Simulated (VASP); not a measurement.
RbBr:

```
Rb Br
1.0
     0.00000    3.39092    3.46083
     3.46083    0.00000    3.46083
     3.46083    3.39092    0.00000
Rb Br
1 1
Direct
  0.00000 0.00000 0.00000
  0.50000 0.50000 0.50000
```

This cell differs from its parent crystal: uniaxial y strain -2.0%.

Base run:

* Program: VASP 6.6.1
* Functional: r2SCAN
* Potentials or basis: VASP PAW PBE potentials, release 64 (Rb_sv, Br)
* Cutoff: 520 eV
* k mesh: 6 × 6 × 6
* Occupations: gaussian, width 0.01 eV
* Spin: no spin polarisation

Its results: band gap on the k mesh 4.93 eV, direct; pressure 0.4 GPa.

Q: The run is repeated on the same cell with these changes: functional from r2SCAN to PBE; occupations from gaussian, width 0.01 eV to fermi-dirac, width 0.02 eV. What comes out?

A: Band gap on the k mesh 4.32 eV, direct; pressure 0.9 GPa.

Caveats: the PAW data sets were made with another functional, which shifts forces and pressure a little (some runs).

